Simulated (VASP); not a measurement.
# LiF (Fm-3m) in VASP: further runs

Runs on LiF. Level: PBE. Tasks: single point.

Everything below comes from runs of VASP 6.6.1. Logs are shortened: lines on timing, memory, paths and dates and some standing lists are left out, and cuts for length are marked.

## (1) The cell of the first run

The structure is cubic, space group Fm-3m (No. 225). The conventional cell has a = 3.985 Å, b = 3.985 Å, c = 3.985 Å, α = 90.00°, β = 90.00°, γ = 90.00°. Within 2.6 Å of Li (site symmetry m-3m) lie 6 F at 1.99 Å. F (site symmetry m-3m) has 6 Li at 1.99 Å within 2.6 Å.

## (2) Single point, PBE

The input, INCAR:

```
PREC     = Accurate       # precision mode
ENCUT    = 750            # plane-wave cutoff, eV
EDIFF    = 1E-6           # SCF threshold, eV
ISMEAR   = 0              # smearing method
SIGMA    = 0.02           # smearing width, eV
LREAL    = F              # projectors in reciprocal space
LASPH    = T              # aspherical terms in the spheres
NELM     = 120            # most SCF steps
ALGO     = Normal         # electronic algorithm
ISIF     = 2              # what is computed and relaxed
LWAVE    = F              # write WAVECAR
LCHARG   = F              # write CHGCAR
GGA      = PE             # functional
NBANDS   = 12             # bands
GGA_COMPAT= F
```

The input, KPOINTS:

```
Automatic mesh
0
Gamma
  10 10 10
```

The input, POSCAR:

```
LiF
1.0
    0.0000000000      1.9922752211      1.9922752211
    1.9922752211      0.0000000000      1.9922752211
    1.9922752211      1.9922752211      0.0000000000
Li F
1 1
Direct
    0.0000000000      0.0000000000      0.0000000000
    0.5000000000      0.5000000000      0.5000000000
```

Potentials or basis: VASP PAW PBE potentials, release 64 (Li_sv, F).

The run is started by

```
$ cat potpaw_PBE.64/Li_sv/POTCAR potpaw_PBE.64/F/POTCAR > POTCAR
$ mpirun -np 1 vasp_std > vasp.out
```

OUTCAR:

```text
PREC = Accurate
   ENCUT = 750
   EDIFF = 1E-6
   ISMEAR = 0
   LREAL = F
   LASPH = T
   NELM = 120
   ISIF = 2
   GGA = PE

 ion  position               nearest neighbor table
   1  0.000  0.000  0.000-   2 1.99   2 1.99   2 1.99   2 1.99   2 1.99   2 1.99
   2  0.500  0.500  0.500-   1 1.99   1 1.99   1 1.99   1 1.99   1 1.99   1 1.99

  LATTYP: Found a face centered cubic cell.
 ALAT       =     3.9845504422

  Lattice vectors:

 A1 = (   0.0000000000,   1.9922752211,   1.9922752211)
 A2 = (   1.9922752211,   0.0000000000,   1.9922752211)
 A3 = (   1.9922752211,   1.9922752211,   0.0000000000)

Analysis of symmetry for initial positions (statically):
=====================================================================
 Subroutine PRICEL returns:
 Original cell was already a primitive cell.

 Routine SETGRP: Setting up the symmetry group for a
 face centered cubic supercell.

 Subroutine GETGRP returns: Found 48 space group operations
 (whereof 48 operations were pure point group operations)
 out of a pool of 48 trial point group operations.

The static configuration has the point symmetry O_h .

Analysis of symmetry for dynamics (positions and initial velocities):
=====================================================================
 Subroutine PRICEL returns:
 Original cell was already a primitive cell.

 Routine SETGRP: Setting up the symmetry group for a
 face centered cubic supercell.

 Subroutine GETGRP returns: Found 48 space group operations
 (whereof 48 operations were pure point group operations)
 out of a pool of 48 trial point group operations.

The dynamic configuration has the point symmetry O_h .

 Subroutine INISYM returns: Found 48 space group operations
 (whereof 48 operations are pure point group operations),
 and found     1 'primitive' translations

----------------------------------------------------------------------------------------

                                     Primitive cell

  volume of cell :      15.8153

  direct lattice vectors                    reciprocal lattice vectors
     0.000000000  1.992275221  1.992275221    -0.250969341  0.250969341  0.250969341
     1.992275221  0.000000000  1.992275221     0.250969341 -0.250969341  0.250969341
     1.992275221  1.992275221  0.000000000     0.250969341  0.250969341 -0.250969341

  length of vectors
     2.817502638  2.817502638  2.817502638     0.434691650  0.434691650  0.434691650

  position of ions in fractional coordinates (direct lattice)
     0.000000000  0.000000000  0.000000000
     0.500000000  0.500000000  0.500000000

  ion indices of the primitive-cell ions
   primitive index   ion index
                 1           1
                 2           2

----------------------------------------------------------------------------------------

 KPOINTS: Automatic mesh

Automatic generation of k-mesh.
 Grid dimensions read from file:
 generate k-points for:   10   10   10

 Generating k-lattice:

  Cartesian coordinates                     Fractional coordinates (reciprocal lattice)
    -0.025096934  0.025096934  0.025096934     0.100000000  0.000000000  0.000000000
     0.025096934 -0.025096934  0.025096934     0.000000000  0.100000000  0.000000000
     0.025096934  0.025096934 -0.025096934     0.000000000  0.000000000  0.100000000

  Length of vectors
     0.043469165  0.043469165  0.043469165

  Shift w.r.t. Gamma in fractional coordinates (k-lattice)
     0.000000000  0.000000000  0.000000000

 Subroutine IBZKPT returns following result:
 ===========================================

 Found     47 irreducible k-points:

 Following reciprocal coordinates:
            Coordinates               Weight
  0.000000  0.000000  0.000000      1.000000
  0.100000  0.000000  0.000000      8.000000
  0.200000  0.000000  0.000000      8.000000
  0.300000  0.000000  0.000000      8.000000
  0.400000  0.000000  0.000000      8.000000
  0.500000  0.000000  0.000000      4.000000
[... 16 lines left out ...]
  0.300000  0.300000  0.000000      6.000000
  0.400000  0.300000  0.000000     24.000000
 [... further k-points ...]
   k-points           NKPTS =     47   k-points in BZ     NKDIM =     47   number of bands    NBANDS=     12
   number of dos      NEDOS =    301   number of ions     NIONS =      2
   total plane-waves  NPLWV =  21952
   dimension x,y,z NGX =    28 NGY =   28 NGZ =   28
   dimension x,y,z NGXF=    56 NGYF=   56 NGZF=   56
   ions per type =               1   1
   NGX,Y,Z   is equivalent  to a cutoff of  16.52, 16.52, 16.52 a.u.
   NGXF,Y,Z  is equivalent  to a cutoff of  33.04, 33.04, 33.04 a.u.
 SYSTEM =  unknown system
   PREC   = accura    normal or accurate (medium, high low for compatibility)
   ISTART =      0    job   : 0-new  1-cont  2-samecut
   ICHARG =      2    charge: 1-file 2-atom 10-const
   ISPIN  =      1    spin polarized calculation?
   LNONCOLLINEAR =      F non collinear calculations
   LSORBIT =      F    spin-orbit coupling
   LASPH  =      T    aspherical Exc in radial PAW
   ENCUT  =  750.0 eV  55.12 Ry    7.42 a.u.   6.29  6.29  6.29*2*pi/ulx,y,z
   NELM   =    120;   NELMIN=  2; NELMDL= -5     # of ELM steps
   EDIFF  = 0.1E-05   stopping-criterion for ELM
   LREAL  =      F    real-space projection
   EDIFFG = 0.1E-04   stopping-criterion for IOM
   NSW    =      0    number of steps for IOM
   IBRION =     -1    ionic relax: 0-MD 1-quasi-New 2-CG
   NFREE  =      0    steps in history (QN), initial steepest desc. (CG)
   ISIF   =      2    stress and relaxation
   ISYM   =      2    0-nonsym 1-usesym 2-fastsym
   POTIM  = 0.5000    time-step for ionic-motion
   TEBEG  =    0.0;   TEEND  =   0.0 temperature during run
   PSTRESS=    0.0 pullay stress
   NELECT =      10.0000    total number of electrons
   NUPDOWN=      -1.0000    fix difference up-down
   EMIN   =  10.00;   EMAX   =-10.00  energy-range for DOS
   EFERMI =   0.00;   METHOD = LEGACY
   ISMEAR =     0;   SIGMA  =   0.02  broadening in eV -4-tet -1-fermi 0-gaus
   EFERMI_NEDOS =   21; number of points for ismear=-14 and -15
   IALGO  =     38    algorithm
   IMIX   =      4    mixing-type and parameters
     AMIX     =   0.40;   BMIX     =  1.00
     AMIX_MAG =   1.60;   BMIX_MAG =  1.00
  volume/ion in A,a.u.               =       7.91        53.36
  Fermi-wavevector in a.u.,A,eV,Ry     =   1.405127  2.655305 26.863086  1.974381
  Thomas-Fermi vector in A             =   2.527619
   LORBIT       =      0    0 simple, 1 ext, 2 COOP (PROOUT), +10 PAW based schemes
   GGA     = PE    functional components
   LHFCALC =     F    Hartree Fock is set to
   AEXX    =    0.0000 exact exchange contribution
   IVDW    =     0    specifies the selected vdW correction
   LEPSILON=     F    determine dielectric tensor
   LRPA    =     F    only Hartree local field effects (RPA)
 non-spin polarized calculation
 Gauss-broadening in eV      SIGMA  =   0.02
  energy-cutoff  :      750.00
  volume of cell :       15.82
 maximum number of plane-waves:       754
 NGX is ok and might be reduce to    28

 number of electron      10.0000004 magnetization

 Free energy of the ion-electron system (eV)
  ---------------------------------------------------
  ext. energy  EPLUGINS =         0.00000000
  ---------------------------------------------------
  free energy    TOTEN  =        -9.63216152 eV

  energy without entropy =       -9.63216152  energy(sigma->0) =       -9.63216152

 E-fermi :  -0.5793     XC(G=0): -10.1441

 val. band max:       -0.8280578223   @ k =   0.0000   0.0000   0.0000
 cond. band min:       8.5447045072   @ k =   0.0000   0.0000   0.0000
 fundamental gap:      9.3727623295
 Fermi energy:        -0.5792895117

 k-point     1 :       0.0000    0.0000    0.0000
  band No.  band energies     occupation
      1     -41.6637      2.00000
      2     -20.8913      2.00000
      3      -0.8281      2.00000
      4      -0.8281      2.00000
      5      -0.8281      2.00000
      6       8.5447      0.00000
      7      23.5780      0.00000
      8      23.5780      0.00000
      9      23.5780      0.00000
     10      23.8256      0.00000
     11      23.8256      0.00000
     12      23.8256      0.00000

 k-point     2 :       0.1000    0.0000    0.0000
  band No.  band energies     occupation
      1     -41.6573      2.00000
      2     -20.8503      2.00000
      3      -1.1264      2.00000
      4      -0.8522      2.00000
      5      -0.8522      2.00000
      6       8.8363      0.00000
      7      20.7717      0.00000
      8      22.2570      0.00000
      9      22.2570      0.00000
     10      24.9180      0.00000
     11      24.9180      0.00000
     12      25.0110      0.00000

 k-point     3 :       0.2000    0.0000    0.0000
  band No.  band energies     occupation
      1     -41.6405      2.00000
      2     -20.7402      2.00000
      3      -1.8421      2.00000
      4      -0.9141      2.00000
      5      -0.9141      2.00000
      6       9.4777      0.00000
      7      18.2751      0.00000
      8      20.7248      0.00000
      9      20.7248      0.00000
     10      26.0122      0.00000
     11      26.2895      0.00000
     12      26.2895      0.00000
[... 286 lines left out ...]
 k-point    23 :       0.3000    0.3000    0.0000
  band No.  band energies     occupation
      1     -41.6074      2.00000
      2     -20.4465      2.00000
      3      -2.8091      2.00000
      4      -1.5229      2.00000
      5      -1.5229      2.00000
      6      11.7384      0.00000
      7      17.2947      0.00000
      8      18.5475      0.00000
      9      19.9529      0.00000
     10      19.9529      0.00000
     11      34.3090      0.00000
     12      34.4250      0.00000

 k-point    24 :       0.4000    0.3000    0.0000
  band No.  band energies     occupation
      1     -41.5949      2.00000
      2     -20.3281      2.00000
      3      -3.2468      2.00000
      4      -1.7430      2.00000
      5      -1.6259      2.00000
      6      12.5577      0.00000
      7      16.1684      0.00000
      8      18.0513      0.00000
      9      19.7009      0.00000
     10      20.7685      0.00000
     11      33.8447      0.00000
     12      34.6736      0.00000

 [... further k-points ...]

------------------------ aborting loop because EDIFF is reached ----------------------------------------

  FORCE on cell =-STRESS in cart. coord.  units (eV):
  Direction    XX          YY          ZZ          XY          YZ          ZX
  --------------------------------------------------------------------------------------
  -------------------------------------------------------------------------------------
  Total        0.3950954      0.3950954      0.3950954      0.0000000     -0.0000000      0.0000000
  in kB       40.0252956     40.0252956     40.0252956      0.0000000     -0.0000000      0.0000000
  external PRESSURE =      40.0252956 kB  Pullay stress =       0.0000000 kB

 VOLUME and BASIS-vectors are now :
 -----------------------------------------------------------------------------
  energy-cutoff  :      750.00
  volume of cell :       15.82
      direct lattice vectors                 reciprocal lattice vectors
     0.000000000  1.992275221  1.992275221    -0.250969341  0.250969341  0.250969341
     1.992275221  0.000000000  1.992275221     0.250969341 -0.250969341  0.250969341
     1.992275221  1.992275221  0.000000000     0.250969341  0.250969341 -0.250969341

 POSITION                                       TOTAL-FORCE (eV/Angst)
 -----------------------------------------------------------------------------------
      0.00000      0.00000      0.00000         0.000000     -0.000000     -0.000000
      1.99228      1.99228      1.99228        -0.000000      0.000000      0.000000
 -----------------------------------------------------------------------------------
    total drift:                                0.000000      0.000000      0.000000

  FREE ENERGIE OF THE ION-ELECTRON SYSTEM (eV)
  ---------------------------------------------------
  free  energy   TOTEN  =        -9.6321615178 eV

  energy  without entropy=       -9.6321615178  energy(sigma->0) =       -9.63216152
```

Wall time 27 s (1 thread of Intel Xeon 8259CL, shared host); peak memory 0.15 GiB.

What came out:

```
Free energy            : -9.6322 eV
Pressure               : 4.0 GPa
Band gap on the k mesh : 9.37 eV, direct
```

## (3) Single point, PBE

The input, INCAR:

```
SYSTEM = LiF
PREC = Accurate ; ENCUT = 750
EDIFF = 1E-6 ; ISMEAR = 0
SIGMA = 0.02 ; LREAL = .FALSE.
LASPH = .TRUE. ; NELM = 120
ALGO = Normal ; ISIF = 2
LWAVE = .FALSE. ; LCHARG = .TRUE.
GGA = PE ; LELF = .TRUE.
LVHAR = .TRUE. ; NBANDS = 12
GGA_COMPAT = .FALSE.
```

The input, KPOINTS:

```
regular mesh
0
G
  10 10 10
  0 0 0
```

POSCAR is that of step 2.

Potentials or basis: VASP PAW PBE potentials, release 64 (Li_sv, F).

The run is started by

```
$ cat potpaw_PBE.64/Li_sv/POTCAR potpaw_PBE.64/F/POTCAR > POTCAR
$ mpirun -np 1 vasp_std > vasp.out
```

It took 28 s on 1 thread of Intel Xeon 8259CL, shared host; peak memory 0.15 GiB.

Results (log left out):

```
Free energy            : -9.6322 eV
Pressure               : 4.0 GPa
Band gap on the k mesh : 9.37 eV, direct
```

Levels at points of the mesh, in eV from the valence-band top:
```tsv
k point	band 1	band 2	band 3	band 4	band 5	band 6	band 7	band 8	band 9	band 10
(0.00, 0.00, 0.00)	-40.84	-20.06	0.00	0.00	0.00	9.37	24.41	24.41	24.41	24.65
(0.50, 0.00, 0.00)	-40.77	-19.60	-2.62	-0.24	-0.24	10.95	17.12	19.16	19.16	30.94
(0.50, 0.50, 0.00)	-40.75	-19.31	-3.15	-1.05	-1.05	15.12	16.63	17.83	20.63	20.63
```

## (4) Single point, PBE (volume scaled by 0.91)

The input, INCAR:

```
PREC = Accurate ; ENCUT = 750
EDIFF = 1E-6 ; ISMEAR = 0
SIGMA = 0.02 ; LREAL = False
LASPH = True ; NELM = 120
ALGO = Normal ; ISIF = 2
LWAVE = False ; LCHARG = False
GGA = PE ; NBANDS = 12
GGA_COMPAT = False
```

The input, KPOINTS:

```
regular mesh
0
Gamma
  10 10 10
```

The input, POSCAR:

```
LiF
1.0
    0.0000000000      1.9708512465      1.9708512465
    1.9708512465      0.0000000000      1.9708512465
    1.9708512465      1.9708512465      0.0000000000
Li F
1 1
Direct
    0.0000000000      0.0000000000      0.0000000000
    0.5000000000      0.5000000000      0.5000000000
```

The run is started by

```
$ cat potpaw_PBE.64/Li_sv/POTCAR potpaw_PBE.64/F/POTCAR > POTCAR
$ mpirun -np 1 vasp_std > vasp.out
```

It took 27 s on 1 thread of Intel Xeon 8259CL, shared host; peak memory 0.15 GiB.

It converged, with:

```yaml
Free_energy: -9.6132 eV
Pressure: 7.0 GPa
Band_gap_on_the_k_mesh: 9.68 eV, direct
```

Levels at points of the mesh, in eV from the valence-band top:
```
           k point  band 2  band 3  band 4  band 5  band 6  band 7  band 8  band 9
(0.00, 0.00, 0.00)  -20.16    0.00    0.00    0.00    9.68   24.84   24.84   24.84
(0.50, 0.00, 0.00)  -19.67   -2.72   -0.25   -0.25   11.13   17.52   19.43   19.43
(0.50, 0.50, 0.00)  -19.36   -3.29   -1.10   -1.10   15.44   16.78   18.24   21.02
```
